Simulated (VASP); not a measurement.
# NaCuH3 (Pm-3m) in VASP: settings compared

The runs below take NaCuH3 through single point, relaxation of cell and atoms, with PBE+U, PBE.

All numbers are computed with VASP 6.6.1; they aren't measurements. Logs are shortened: lines on timing, memory, paths and dates and some standing lists are left out, and cuts for length are marked.

### Step 1. The cell of the first run

It takes space group Pm-3m (No. 221, cubic). The conventional cell has a = 3.617 Å, b = 3.617 Å, c = 3.617 Å, α = 90.00°, β = 90.00°, γ = 90.00°. Within 3.4 Å of Na (site symmetry m-3m) lie 12 H at 2.56 Å and 8 Cu at 3.13 Å. Cu (site symmetry m-3m) has 6 H at 1.81 Å within 2.4 Å. H (site symmetry 4/mmm) has 2 Cu at 1.81 Å within 2.4 Å.

### Step 2. Single point, PBE+U

File INCAR:

```
SYSTEM = NaCuH3
PREC = Accurate ; ENCUT = 600
EDIFF = 1E-6 ; ISMEAR = 0
SIGMA = 0.1 ; LREAL = .False.
LASPH = .True. ; NELM = 200
ALGO = Normal ; ISIF = 2
LWAVE = .False. ; LCHARG = .True.
LMAXMIX = 4 ; LDAU = .True.
LDAUTYPE = 2 ; LDAUL = -1 2 -1
LDAUU = 0 3 0 ; LDAUJ = 0 0 0
LDAUPRINT = 1 ; GGA = PE
LELF = .True. ; LVHAR = .True.
NBANDS = 18 ; GGA_COMPAT = .False.
```

File KPOINTS:

```
Automatic mesh
0
Gamma
  10 10 10
  0 0 0
```

File POSCAR:

```
NaCuH3
1.0
    3.6169330404      0.0000000000      0.0000000000
    0.0000000000      3.6169330404      0.0000000000
    0.0000000000      0.0000000000      3.6169330404
Na Cu H
1 1 3
Direct
    0.0000000000      0.0000000000      0.0000000000
    0.5000000000      0.5000000000      0.5000000000
    0.0000000000      0.5000000000      0.5000000000
    0.5000000000      0.0000000000      0.5000000000
    0.5000000000      0.5000000000      0.0000000000
```

Potentials or basis: VASP PAW PBE potentials, release 64 (Na_pv, Cu, H).

Run with:

```console
$ cat potpaw_PBE.64/Na_pv/POTCAR potpaw_PBE.64/Cu/POTCAR potpaw_PBE.64/H/POTCAR > POTCAR
$ mpirun -np 1 vasp_std > vasp.out
```

OUTCAR:

```text
SYSTEM = NaCuH3
   PREC = Accurate
   ENCUT = 600
   EDIFF = 1E-6
   ISMEAR = 0
   LREAL = .False.
   LASPH = .True.
   NELM = 200
   ISIF = 2
   GGA = PE

 ion  position               nearest neighbor table
   1  0.000  0.000  0.000-
   2  0.500  0.500  0.500-   3 1.81   4 1.81   5 1.81   5 1.81   4 1.81   3 1.81
   3  0.000  0.500  0.500-   2 1.81   2 1.81
   4  0.500  0.000  0.500-   2 1.81   2 1.81
   5  0.500  0.500  0.000-   2 1.81   2 1.81

  LATTYP: Found a simple cubic cell.
 ALAT       =     3.6169330404

  Lattice vectors:

 A1 = (   3.6169330404,   0.0000000000,   0.0000000000)
 A2 = (   0.0000000000,   3.6169330404,   0.0000000000)
 A3 = (   0.0000000000,   0.0000000000,   3.6169330404)

Analysis of symmetry for initial positions (statically):
=====================================================================
 Subroutine PRICEL returns:
 Original cell was already a primitive cell.

 Routine SETGRP: Setting up the symmetry group for a
 simple cubic supercell.

 Subroutine GETGRP returns: Found 48 space group operations
 (whereof 48 operations were pure point group operations)
 out of a pool of 48 trial point group operations.

The static configuration has the point symmetry O_h .

Analysis of symmetry for dynamics (positions and initial velocities):
=====================================================================
 Subroutine PRICEL returns:
 Original cell was already a primitive cell.

 Routine SETGRP: Setting up the symmetry group for a
 simple cubic supercell.

 Subroutine GETGRP returns: Found 48 space group operations
 (whereof 48 operations were pure point group operations)
 out of a pool of 48 trial point group operations.

The dynamic configuration has the point symmetry O_h .

 Subroutine INISYM returns: Found 48 space group operations
 (whereof 48 operations are pure point group operations),
 and found     1 'primitive' translations

----------------------------------------------------------------------------------------

                                     Primitive cell

  volume of cell :      47.3175

  direct lattice vectors                    reciprocal lattice vectors
     3.616933040  0.000000000  0.000000000     0.276477333  0.000000000  0.000000000
     0.000000000  3.616933040  0.000000000     0.000000000  0.276477333  0.000000000
     0.000000000  0.000000000  3.616933040     0.000000000  0.000000000  0.276477333

  length of vectors
     3.616933040  3.616933040  3.616933040     0.276477333  0.276477333  0.276477333

  position of ions in fractional coordinates (direct lattice)
     0.000000000  0.000000000  0.000000000
     0.500000000  0.500000000  0.500000000
     0.000000000  0.500000000  0.500000000
     0.500000000  0.000000000  0.500000000
     0.500000000  0.500000000  0.000000000

  ion indices of the primitive-cell ions
   primitive index   ion index
                 1           1
                 2           2
                 3           3
                 4           4
                 5           5

----------------------------------------------------------------------------------------

 KPOINTS: Automatic mesh

Automatic generation of k-mesh.
 Grid dimensions read from file:
 generate k-points for:   10   10   10

 Generating k-lattice:

  Cartesian coordinates                     Fractional coordinates (reciprocal lattice)
     0.027647733  0.000000000  0.000000000     0.100000000  0.000000000  0.000000000
     0.000000000  0.027647733  0.000000000     0.000000000  0.100000000  0.000000000
     0.000000000  0.000000000  0.027647733     0.000000000  0.000000000  0.100000000

  Length of vectors
     0.027647733  0.027647733  0.027647733

  Shift w.r.t. Gamma in fractional coordinates (k-lattice)
     0.000000000  0.000000000  0.000000000

 Subroutine IBZKPT returns following result:
 ===========================================

 Found     56 irreducible k-points:
[... 44 lines left out ...]
   ENCUT  =  600.0 eV  44.10 Ry    6.64 a.u.   7.22  7.22  7.22*2*pi/ulx,y,z
   NELM   =    200;   NELMIN=  2; NELMDL= -5     # of ELM steps
   EDIFF  = 0.1E-05   stopping-criterion for ELM
   LREAL  =      F    real-space projection
   EDIFFG = 0.1E-04   stopping-criterion for IOM
   NSW    =      0    number of steps for IOM
   IBRION =     -1    ionic relax: 0-MD 1-quasi-New 2-CG
   NFREE  =      0    steps in history (QN), initial steepest desc. (CG)
   ISIF   =      2    stress and relaxation
   ISYM   =      2    0-nonsym 1-usesym 2-fastsym
   POTIM  = 0.5000    time-step for ionic-motion
   TEBEG  =    0.0;   TEEND  =   0.0 temperature during run
   PSTRESS=    0.0 pullay stress
   NELECT =      21.0000    total number of electrons
   NUPDOWN=      -1.0000    fix difference up-down
   EMIN   =  10.00;   EMAX   =-10.00  energy-range for DOS
   EFERMI =   0.00;   METHOD = LEGACY
   ISMEAR =     0;   SIGMA  =   0.10  broadening in eV -4-tet -1-fermi 0-gaus
   EFERMI_NEDOS =   21; number of points for ismear=-14 and -15
   IALGO  =     38    algorithm
   IMIX   =      4    mixing-type and parameters
     AMIX     =   0.40;   BMIX     =  1.00
     AMIX_MAG =   1.60;   BMIX_MAG =  1.00
  volume/ion in A,a.u.               =       9.46        63.86
  Fermi-wavevector in a.u.,A,eV,Ry     =   1.248746  2.359788 21.216472  1.559367
  Thomas-Fermi vector in A             =   2.382818
   LORBIT       =      0    0 simple, 1 ext, 2 COOP (PROOUT), +10 PAW based schemes
 LDA+U is selected, type is set to LDAUTYPE =  2
   angular momentum for each species LDAUL =    -1    2   -1
   U (eV)           for each species LDAUU =   0.0  3.0  0.0
   J (eV)           for each species LDAUJ =   0.0  0.0  0.0
   GGA     = PE    functional components
   LHFCALC =     F    Hartree Fock is set to
   AEXX    =    0.0000 exact exchange contribution
   IVDW    =     0    specifies the selected vdW correction
   LEPSILON=     F    determine dielectric tensor
   LRPA    =     F    only Hartree local field effects (RPA)
 non-spin polarized calculation
 Gauss-broadening in eV      SIGMA  =   0.10
  energy-cutoff  :      600.00
  volume of cell :       47.32
 maximum number of plane-waves:      1600
 NGX is ok and might be reduce to    30
   NGX = 15   NGY = 15   NGZ = 15

atom =   2  type =  2  l = 2

 onsite density matrix

spin component  1

  0.9430  0.0000  0.0000  0.0000  0.0000
  0.0000  0.9430 -0.0000  0.0000  0.0000
  0.0000 -0.0000  0.8921  0.0000  0.0000
  0.0000  0.0000  0.0000  0.9430 -0.0000
  0.0000  0.0000  0.0000 -0.0000  0.8921

spin component  2

  0.9430  0.0000  0.0000  0.0000  0.0000
  0.0000  0.9430 -0.0000  0.0000  0.0000
  0.0000 -0.0000  0.8921  0.0000  0.0000
  0.0000  0.0000  0.0000  0.9430 -0.0000
  0.0000  0.0000  0.0000 -0.0000  0.8921

 occupancies and eigenvectors

  o =  0.8921  v =  0.0000 -0.0000  0.9061 -0.0000 -0.4230  0.0000  0.0000  0.0000  0.0000  0.0000      0.0000  0.0000  0.0000  0.0000  0.0000  0.0000  0.0000  0.0000  0.0000  0.0000
  o =  0.8921  v =  0.0000  0.0000  0.0000  0.0000  0.0000  0.0000 -0.0000  0.9061 -0.0000 -0.4230      0.0000  0.0000  0.0000  0.0000  0.0000  0.0000  0.0000  0.0000  0.0000  0.0000
  o =  0.8921  v =  0.0000 -0.0000 -0.4230  0.0000 -0.9061  0.0000  0.0000  0.0000  0.0000  0.0000      0.0000  0.0000  0.0000  0.0000  0.0000  0.0000  0.0000  0.0000  0.0000  0.0000
  o =  0.8921  v =  0.0000  0.0000  0.0000  0.0000  0.0000  0.0000 -0.0000 -0.4230  0.0000 -0.9061      0.0000  0.0000  0.0000  0.0000  0.0000  0.0000  0.0000  0.0000  0.0000  0.0000
  o =  0.9430  v =  0.0000  0.0000  0.0000  0.0000  0.0000  0.0000  0.7964  0.0000  0.6047 -0.0000      0.0000  0.0000  0.0000  0.0000  0.0000  0.0000  0.0000  0.0000  0.0000  0.0000
  o =  0.9430  v =  0.0000  0.7964  0.0000  0.6047 -0.0000  0.0000  0.0000  0.0000  0.0000  0.0000      0.0000  0.0000  0.0000  0.0000  0.0000  0.0000  0.0000  0.0000  0.0000  0.0000
  o =  0.9430  v =  0.0000 -0.6047 -0.0000  0.7964  0.0000  0.0000  0.0000  0.0000  0.0000  0.0000      0.0000  0.0000  0.0000  0.0000  0.0000  0.0000  0.0000  0.0000  0.0000  0.0000
  o =  0.9430  v =  0.0000  0.0000  0.0000  0.0000  0.0000  0.0000 -0.6047 -0.0000  0.7964  0.0000      0.0000  0.0000  0.0000  0.0000  0.0000  0.0000  0.0000  0.0000  0.0000  0.0000
  o =  0.9430  v =  0.0000  0.0000  0.0000  0.0000  0.0000  1.0000  0.0000  0.0000  0.0000  0.0000      0.0000  0.0000  0.0000  0.0000  0.0000  0.0000  0.0000  0.0000  0.0000  0.0000
  o =  0.9430  v =  1.0000  0.0000  0.0000  0.0000  0.0000  0.0000  0.0000  0.0000  0.0000  0.0000      0.0000  0.0000  0.0000  0.0000  0.0000  0.0000  0.0000  0.0000  0.0000  0.0000

 number of electron      20.9999999 magnetization

 Free energy of the ion-electron system (eV)
  ---------------------------------------------------
  ext. energy  EPLUGINS =         0.00000000
  ---------------------------------------------------
  free energy    TOTEN  =       -14.13081870 eV

  energy without entropy =      -14.12780290  energy(sigma->0) =      -14.12931080

 E-fermi :   2.0041     XC(G=0):  -9.4149

 val. band max:        1.9421913834   @ k =   0.3000   0.2000   0.2000
 cond. band min:       2.0771468209   @ k =   0.4000   0.2000   0.2000
 fundamental gap:      0.1349554374
 Fermi energy:         2.0040988021

 k-point     1 :       0.0000    0.0000    0.0000
  band No.  band energies     occupation
      1     -21.5181      2.00000
      2     -21.5181      2.00000
      3     -21.5181      2.00000
      4      -6.2624      2.00000
      5      -3.0685      2.00000
      6      -3.0685      2.00000
[... 481 lines left out ...]
      5      -2.9491      2.00000
      6      -2.7934      2.00000
[... 10 lines left out ...]
     17      13.4820      0.00000
     18      15.3316      0.00000

 [... further k-points ...]

------------------------ aborting loop because EDIFF is reached ----------------------------------------

  FORCE on cell =-STRESS in cart. coord.  units (eV):
  Direction    XX          YY          ZZ          XY          YZ          ZX
  --------------------------------------------------------------------------------------
  -------------------------------------------------------------------------------------
  Total       -1.5456849     -1.5456849     -1.5456849     -0.0000000     -0.0000000      0.0000000
  in kB      -52.3371570    -52.3371570    -52.3371570     -0.0000000     -0.0000000      0.0000000
  external PRESSURE =     -52.3371570 kB  Pullay stress =       0.0000000 kB

 VOLUME and BASIS-vectors are now :
 -----------------------------------------------------------------------------
  energy-cutoff  :      600.00
  volume of cell :       47.32
      direct lattice vectors                 reciprocal lattice vectors
     3.616933040  0.000000000  0.000000000     0.276477333  0.000000000  0.000000000
     0.000000000  3.616933040  0.000000000     0.000000000  0.276477333  0.000000000
     0.000000000  0.000000000  3.616933040     0.000000000  0.000000000  0.276477333

 POSITION                                       TOTAL-FORCE (eV/Angst)
 -----------------------------------------------------------------------------------
      0.00000      0.00000      0.00000         0.000000      0.000000      0.000000
      1.80847      1.80847      1.80847         0.000000      0.000000      0.000000
      0.00000      1.80847      1.80847         0.000000      0.000000      0.000000
      1.80847      0.00000      1.80847         0.000000      0.000000      0.000000
      1.80847      1.80847      0.00000         0.000000      0.000000      0.000000
 -----------------------------------------------------------------------------------
    total drift:                                0.000000      0.000000      0.000000

  FREE ENERGIE OF THE ION-ELECTRON SYSTEM (eV)
  ---------------------------------------------------
  free  energy   TOTEN  =       -14.1308186964 eV

  energy  without entropy=      -14.1278029023  energy(sigma->0) =      -14.12931080
```

Run time: 83 s. Hardware: 1 thread of Intel Xeon 8259CL, shared host; peak memory 0.21 GiB.

Results:

* Free energy: -14.1308 eV
* Pressure: -5.2 GPa

Eigenvalues of the final occupation matrices:
| site | spin | trace | eigenvalues |
| --- | --- | --- | --- |
| site 2 d | 1 | 4.61 | 0.89 0.89 0.94 0.94 0.94 |
| site 2 d | 2 | 4.61 | 0.89 0.89 0.94 0.94 0.94 |

Caveat: U without spin polarisation on a metal has little footing; the U is typed as a test and isn't derived for this compound.

### Step 3. Relaxation of cell and atoms, PBE

This run uses another cell than the first one, of 8.60 Å³/atom, 0.909 times its volume.

File INCAR:

```
SYSTEM = NaCuH3
ALGO = Normal ; EDIFF = 1E-7
EDIFFG = -0.01 ; ENCUT = 600
GGA = PE ; GGA_COMPAT = .False.
IBRION = 2 ; ISIF = 3
ISMEAR = 0 ; LASPH = .True.
LCHARG = .False. ; LREAL = .False.
LWAVE = .False. ; NELM = 120
NELMIN = 4 ; NSW = 100
PREC = Accurate ; SIGMA = 0.1
```

File KPOINTS:

```
k-points
0
Gamma
  10 10 10
  0 0 0
```

POSCAR, as its differences from that of step 2:

```diff
@@ -2,5 +2,5 @@
 1.0
-    3.6169330404      0.0000000000      0.0000000000
-    0.0000000000      3.6169330404      0.0000000000
-    0.0000000000      0.0000000000      3.6169330404
+    3.5038290346      0.0000000000      0.0000000000
+    0.0000000000      3.5038290346      0.0000000000
+    0.0000000000      0.0000000000      3.5038290346
 Na Cu H
```

Potentials or basis: VASP PAW PBE potentials, release 64 (Na_pv, Cu, H).

Run with:

```console
$ cat potpaw_PBE.64/Na_pv/POTCAR potpaw_PBE.64/Cu/POTCAR potpaw_PBE.64/H/POTCAR > POTCAR
$ mpirun -np 1 vasp_std > vasp.out
```

Wall time 59 s (1 thread of Intel Xeon 8259CL, shared host); peak memory 0.19 GiB.

The run converged. Its results:

| Quantity | Value |
| --- | --- |
| Free energy | -15.3206 eV |
| Pressure after relaxing | 0.2 GPa |

Final structure:
```
CELL_PARAMETERS angstrom
3.50383 0.00000 0.00000
0.00000 3.50383 0.00000
0.00000 0.00000 3.50383
ATOMIC_POSITIONS crystal
Na 0.00000 0.00000 0.00000
Cu 0.50000 0.50000 0.50000
H 0.00000 0.50000 0.50000
H 0.50000 0.00000 0.50000
H 0.50000 0.50000 0.00000
```

Levels at points of the mesh, in eV from the Fermi level:
| k point | band 8 | band 9 | band 10 | band 11 | band 12 | band 13 | band 14 |
| --- | --- | --- | --- | --- | --- | --- | --- |
| (0.00, 0.00, 0.00) | -3.12 | -3.12 | 2.16 | 2.16 | 5.15 | 5.15 | 5.15 |
| (0.50, 0.00, 0.00) | -3.27 | -3.10 | -2.95 | 2.62 | 6.73 | 6.73 | 7.07 |
| (0.50, 0.50, 0.00) | -3.26 | -3.26 | -3.20 | -2.21 | 3.62 | 8.43 | 8.96 |
| (0.50, 0.50, 0.50) | -3.54 | -3.54 | -3.20 | -3.20 | 1.20 | 5.11 | 5.11 |

Caveat: the relaxation stopped at its first step, so nothing moved.

(Continued in part 2 of 2.)
